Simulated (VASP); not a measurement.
# Te (P1) in VASP: single point with PBE

Aim: the single point of Te with PBE.

Everything below comes from runs of VASP 6.6.1. Logs are shortened: lines on timing, memory, paths and dates and some standing lists are left out, and cuts for length are marked.

## Step 1: The cell of the first run

The typed cell holds 4 atoms: a = 5.027 Å, b = 5.931 Å, c = 6.094 Å, α = 119.55°, β = 89.45°, γ = 89.89°.

The cell was built from a structure type or drawn by symmetry, and may not be a known phase.

## Step 2: Single point, PBE

The input, INCAR:

```
  ALGO = Normal
  EDIFF = 1E-6
  ENCUT = 520
  GGA = PE
  ISIF = 2
  ISMEAR = 0
  LASPH = True
  LCHARG = False
  LREAL = False
  LWAVE = False
  NBANDS = 20
  NELM = 60
  PREC = Accurate
  SIGMA = 0.1
```

The input, KPOINTS:

```
k-points
0
Gamma
  4 4 4
```

The input, POSCAR:

```
Te
1.0
    5.0110566088     -0.3601051926     -0.1639906310
    0.4152004300      5.8870064781     -0.5847256257
    0.0622486251     -2.4793552528      5.5669773091
Te
4
Direct
    0.3113174418      0.3776855182      0.9525508408
    0.8067705056      0.5834423172      0.6022090835
   -0.0152189617      0.1469975682      0.1768038835
    0.4799917982      0.8130197558      0.3796636146
```

Potentials or basis: VASP PAW PBE potentials, release 64 (Te).

Started as:

```console
$ cat potpaw_PBE.64/Te/POTCAR > POTCAR
$ mpirun -np 1 vasp_std > vasp.out
```

OUTCAR:

```text
EDIFF = 1E-6
   ENCUT = 520
   GGA = PE
   ISIF = 2
   ISMEAR = 0
   LASPH = True
   LREAL = False
   NELM = 60
   PREC = Accurate

 ion  position               nearest neighbor table
   1  0.311  0.378  0.953-   4 2.75   3 2.87   4 3.54
   2  0.807  0.583  0.602-   3 2.75   4 2.87   3 3.57
   3  0.985  0.147  0.177-   2 2.75   1 2.87   2 3.57
   4  0.480  0.813  0.380-   1 2.75   2 2.87   1 3.54

  LATTYP: Found a triclinic cell.
 ALAT       =    12.8910039582
 B/A-ratio  =     1.1190277552
 C/A-ratio  =     1.2863328211
 COS(alpha) =     0.0010928494
 COS(beta)  =     0.5384474339
 COS(gamma) =     0.8416870404

  Lattice vectors:

 A1 = (  -5.8414574688, -11.4139077636,   1.3334418824)
 A2 = ( -10.3750650225,  -7.6461513457,   6.4796841968)
 A3 = (   3.6409580686, -13.0624141213,  -9.5437683721)

Analysis of symmetry for initial positions (statically):
=====================================================================
 Subroutine PRICEL returns:
 Original cell was already a primitive cell.

 Routine SETGRP: Setting up the symmetry group for a
 triclinic supercell.

 Subroutine GETGRP returns: Found  1 space group operations
 (whereof  1 operations were pure point group operations)
 out of a pool of  2 trial point group operations.

The static configuration has the point symmetry C_1 .

Analysis of symmetry for dynamics (positions and initial velocities):
=====================================================================
 Subroutine PRICEL returns:
 Original cell was already a primitive cell.

 Routine SETGRP: Setting up the symmetry group for a
 triclinic supercell.

 Subroutine GETGRP returns: Found  1 space group operations
 (whereof  1 operations were pure point group operations)
 out of a pool of  2 trial point group operations.

The dynamic configuration has the point symmetry C_1 .

 Subroutine INISYM returns: Found  1 space group operations
 (whereof  1 operations are pure point group operations),
 and found     1 'primitive' translations

----------------------------------------------------------------------------------------

                                     Primitive cell

  volume of cell :     158.0361

  direct lattice vectors                    reciprocal lattice vectors
     5.011056609 -0.360105193 -0.163990631     0.198202059 -0.014856157 -0.008832710
     0.415200430  5.887006478 -0.584725626     0.015257829  0.176583952  0.078474286
     0.062248625 -2.479355253  5.566977309     0.007441188  0.018109808  0.187613023

  length of vectors
     5.026654654  5.930526176  6.094449419     0.198954212  0.193837321  0.188631872

  position of ions in fractional coordinates (direct lattice)
     0.311317442  0.377685518  0.952550841
     0.806770506  0.583442317  0.602209084
     0.984781038  0.146997568  0.176803883
     0.479991798  0.813019756  0.379663615

  ion indices of the primitive-cell ions
   primitive index   ion index
                 1           1
                 2           2
                 3           3
                 4           4

----------------------------------------------------------------------------------------

 KPOINTS: k-points

Automatic generation of k-mesh.
 Grid dimensions read from file:
 generate k-points for:    4    4    4

 Generating k-lattice:

  Cartesian coordinates                     Fractional coordinates (reciprocal lattice)
     0.049550515 -0.003714039 -0.002208178     0.250000000  0.000000000 -0.000000000
     0.003814457  0.044145988  0.019618572    -0.000000000  0.250000000 -0.000000000
     0.001860297  0.004527452  0.046903256    -0.000000000 -0.000000000  0.250000000

  Length of vectors
     0.049738553  0.048459330  0.047157968

  Shift w.r.t. Gamma in fractional coordinates (k-lattice)
     0.000000000  0.000000000  0.000000000

 Subroutine IBZKPT returns following result:
 ===========================================

 Found     36 irreducible k-points:

 Following reciprocal coordinates:
            Coordinates               Weight
  0.000000  0.000000  0.000000      1.000000
  0.250000 -0.000000  0.000000      2.000000
  0.500000 -0.000000  0.000000      1.000000
  0.000000  0.250000 -0.000000      2.000000
  0.250000  0.250000 -0.000000      2.000000
  0.500000  0.250000  0.000000      2.000000
[... 16 lines left out ...]
  0.000000 -0.250000  0.250000      2.000000
  0.250000 -0.250000  0.250000      2.000000
 [... further k-points ...]
   k-points           NKPTS =     36   k-points in BZ     NKDIM =     36   number of bands    NBANDS=     20
   number of dos      NEDOS =    301   number of ions     NIONS =      4
   total plane-waves  NPLWV =  92160
   dimension x,y,z NGX =    40 NGY =   48 NGZ =   48
   dimension x,y,z NGXF=    80 NGYF=   96 NGZF=   96
   ions per type =               4
   NGX,Y,Z   is equivalent  to a cutoff of  13.23, 13.46, 13.09 a.u.
   NGXF,Y,Z  is equivalent  to a cutoff of  26.46, 26.91, 26.19 a.u.
 SYSTEM =  unknown system
   PREC   = accura    normal or accurate (medium, high low for compatibility)
   ISTART =      0    job   : 0-new  1-cont  2-samecut
   ICHARG =      2    charge: 1-file 2-atom 10-const
   ISPIN  =      1    spin polarized calculation?
   LNONCOLLINEAR =      F non collinear calculations
   LSORBIT =      F    spin-orbit coupling
   LASPH  =      T    aspherical Exc in radial PAW
   ENCUT  =  520.0 eV  38.22 Ry    6.18 a.u.   9.35 11.03 11.33*2*pi/ulx,y,z
   NELM   =     60;   NELMIN=  2; NELMDL= -5     # of ELM steps
   EDIFF  = 0.1E-05   stopping-criterion for ELM
   LREAL  =      F    real-space projection
   EDIFFG = 0.1E-04   stopping-criterion for IOM
   NSW    =      0    number of steps for IOM
   IBRION =     -1    ionic relax: 0-MD 1-quasi-New 2-CG
   NFREE  =      0    steps in history (QN), initial steepest desc. (CG)
   ISIF   =      2    stress and relaxation
   ISYM   =      2    0-nonsym 1-usesym 2-fastsym
   POTIM  = 0.5000    time-step for ionic-motion
   TEBEG  =    0.0;   TEEND  =   0.0 temperature during run
   PSTRESS=    0.0 pullay stress
   NELECT =      24.0000    total number of electrons
   NUPDOWN=      -1.0000    fix difference up-down
   EMIN   =  10.00;   EMAX   =-10.00  energy-range for DOS
   EFERMI =   0.00;   METHOD = LEGACY
   ISMEAR =     0;   SIGMA  =   0.10  broadening in eV -4-tet -1-fermi 0-gaus
   EFERMI_NEDOS =   21; number of points for ismear=-14 and -15
   IALGO  =     38    algorithm
   IMIX   =      4    mixing-type and parameters
     AMIX     =   0.40;   BMIX     =  1.00
     AMIX_MAG =   1.60;   BMIX_MAG =  1.00
  volume/ion in A,a.u.               =      39.51       266.62
  Fermi-wavevector in a.u.,A,eV,Ry     =   0.873427  1.650537 10.379532  0.762874
  Thomas-Fermi vector in A             =   1.992816
   LORBIT       =      0    0 simple, 1 ext, 2 COOP (PROOUT), +10 PAW based schemes
   GGA     = PE    functional components
   LHFCALC =     F    Hartree Fock is set to
   AEXX    =    0.0000 exact exchange contribution
   IVDW    =     0    specifies the selected vdW correction
   LEPSILON=     F    determine dielectric tensor
   LRPA    =     F    only Hartree local field effects (RPA)
 non-spin polarized calculation
 Gauss-broadening in eV      SIGMA  =   0.10
  energy-cutoff  :      520.00
  volume of cell :      158.04
 maximum number of plane-waves:      4270
 NGX is ok and might be reduce to    40
   NGX = 19   NGY = 23   NGZ = 23

 number of electron      23.9999999 magnetization

 Free energy of the ion-electron system (eV)
  ---------------------------------------------------
  ext. energy  EPLUGINS =         0.00000000
  ---------------------------------------------------
  free energy    TOTEN  =       -12.19729627 eV

  energy without entropy =      -12.19692494  energy(sigma->0) =      -12.19711060

 E-fermi :   4.3288     XC(G=0):  -8.3257

 val. band max:        4.1936300437   @ k =   0.5000   0.5000   0.5000
 cond. band min:       4.4569357082   @ k =   0.0000   0.0000   0.5000
 fundamental gap:      0.2633056645
 Fermi energy:         4.3287560577

 k-point     1 :       0.0000    0.0000    0.0000
  band No.  band energies     occupation
      1      -8.9224      2.00000
      2      -6.8373      2.00000
      3      -6.2983      2.00000
      4      -4.7176      2.00000
      5      -0.4695      2.00000
      6      -0.1842      2.00000
[... 12 lines left out ...]
     19       9.4556      0.00000
     20       9.8954      0.00000

 k-point     2 :       0.2500   -0.0000    0.0000
  band No.  band energies     occupation
      1      -8.7165      2.00000
      2      -7.4084      2.00000
      3      -5.7822      2.00000
      4      -4.8148      2.00000
      5      -0.3558      2.00000
      6       0.0832      2.00000
[... 12 lines left out ...]
     19      10.0425      0.00000
     20      10.5369      0.00000

 k-point     3 :       0.5000   -0.0000    0.0000
  band No.  band energies     occupation
      1      -8.1582      2.00000
      2      -8.1541      2.00000
      3      -5.1836      2.00000
      4      -5.1729      2.00000
      5      -0.0727      2.00000
      6      -0.0247      2.00000
[... 12 lines left out ...]
     19      11.1713      0.00000
     20      11.2014      0.00000

 k-point     4 :       0.0000    0.2500   -0.0000
  band No.  band energies     occupation
      1      -8.7381      2.00000
      2      -6.9077      2.00000
      3      -6.5873      2.00000
      4      -4.9105      2.00000
      5      -0.2633      2.00000
      6       0.0794      2.00000
[... 12 lines left out ...]
     19       9.6847      0.00000
     20      10.3579      0.00000

 k-point     5 :       0.2500    0.2500   -0.0000
  band No.  band energies     occupation
      1      -8.5522      2.00000
      2      -7.3958      2.00000
      3      -6.1081      2.00000
      4      -5.0608      2.00000
      5      -0.1981      2.00000
      6       0.2033      2.00000
[... 12 lines left out ...]
     19       9.8819      0.00000
     20      10.5291      0.00000
[... 353 lines left out ...]
      6      -0.3235      2.00000
[... 12 lines left out ...]
     19      10.9557      0.00000
     20      10.9968      0.00000

 k-point    22 :      -0.2500    0.5000    0.2500
  band No.  band energies     occupation
      1      -8.3657      2.00000
      2      -7.5450      2.00000
      3      -6.3593      2.00000
      4      -4.8791      2.00000
      5      -0.4773      2.00000
      6       0.2980      2.00000
[... 12 lines left out ...]
     19      10.1226      0.00000
     20      10.4806      0.00000

 k-point    23 :       0.0000   -0.2500    0.2500
  band No.  band energies     occupation
      1      -8.7652      2.00000
      2      -7.1140      2.00000
      3      -6.4599      2.00000
      4      -4.4019      2.00000
      5      -0.7753      2.00000
      6       0.0963      2.00000
[... 12 lines left out ...]
     19       9.8741      0.00000
     20      10.6914      0.00000

 k-point    24 :       0.2500   -0.2500    0.2500
  band No.  band energies     occupation
      1      -8.5849      2.00000
      2      -7.5094      2.00000
      3      -6.0116      2.00000
      4      -4.6606      2.00000
      5      -0.5654      2.00000
      6       0.0026      2.00000
[... 12 lines left out ...]
     19      10.0157      0.00000
     20      10.7572      0.00000

 [... further k-points ...]
[... 5 lines left out ...]
  --------------------------------------------------------------------------------------
  -------------------------------------------------------------------------------------
  Total       -0.0082598      0.0702437     -0.0371573      0.0517051      0.0849059     -0.0350238
  in kB       -0.0837380      0.7121333     -0.3767021      0.5241884      0.8607797     -0.3550726
  external PRESSURE =       0.0838977 kB  Pullay stress =       0.0000000 kB

 VOLUME and BASIS-vectors are now :
 -----------------------------------------------------------------------------
  energy-cutoff  :      520.00
  volume of cell :      158.04
      direct lattice vectors                 reciprocal lattice vectors
     5.011056609 -0.360105193 -0.163990631     0.198202059 -0.014856157 -0.008832710
     0.415200430  5.887006478 -0.584725626     0.015257829  0.176583952  0.078474286
     0.062248625 -2.479355253  5.566977309     0.007441188  0.018109808  0.187613023

 POSITION                                       TOTAL-FORCE (eV/Angst)
 -----------------------------------------------------------------------------------
      1.77614     -0.25038      5.03093        -0.005894     -0.018189     -0.000530
      4.32250      1.65112      2.87903        -0.018671      0.017759      0.013237
      5.00683      0.07239      0.73682        -0.002398     -0.015374     -0.034274
      2.76647      3.67208      1.55947         0.026963      0.015803      0.021567
 -----------------------------------------------------------------------------------
    total drift:                                0.000090      0.000031     -0.000057

  FREE ENERGIE OF THE ION-ELECTRON SYSTEM (eV)
  ---------------------------------------------------
  free  energy   TOTEN  =       -12.1972962665 eV

  energy  without entropy=      -12.1969249420  energy(sigma->0) =      -12.19711060
```

It took 93 s on 1 thread of Intel Xeon Platinum 8259CL at 2.50GHz (Skylake/Cascade Lake), shared host; peak memory 0.31 GiB.

Results:

* Free energy: -12.1973 eV
* Pressure: 0.0 GPa
* Largest force: 0.038 eV/Å
* Band gap on the k mesh: 0.26 eV (least direct gap 0.57 eV)

Forces in eV/Å, atoms in the order of the input:
```
Te  -0.006 -0.018 -0.001
Te  -0.019  0.018  0.013
Te  -0.002 -0.015 -0.034
Te   0.027  0.016  0.022
```

Levels at points of the mesh, in eV from the valence-band top:
```
           k point  band 9  band 10  band 11  band 12  band 13  band 14  band 15  band 16
(0.00, 0.00, 0.00)   -1.46    -0.91    -0.86    -0.48     0.90     0.99     1.79     3.45
(0.50, 0.00, 0.00)   -2.50    -2.48    -1.52    -1.49     1.60     1.70     2.80     2.84
(0.00, 0.50, 0.00)   -1.73    -1.66    -0.89    -0.45     0.36     1.04     1.33     1.84
(0.50, 0.50, 0.00)   -1.50    -1.45    -0.32    -0.30     1.05     1.09     1.55     1.57
(0.00, 0.00, 0.50)   -1.79    -1.63    -0.84    -0.30     0.26     1.00     1.30     1.81
(0.50, 0.00, 0.50)   -1.55    -1.55    -0.38    -0.34     1.01     1.08     1.52     1.53
(0.00, 0.50, 0.50)   -2.19    -1.94    -0.99    -0.79     1.60     1.72     2.72     3.69
(0.50, 0.50, 0.50)   -1.38    -1.35    -0.04     0.00     1.10     1.13     2.45     2.52
```

Caveat: spin-orbit coupling is left out, which moves the levels of the heavy elements.
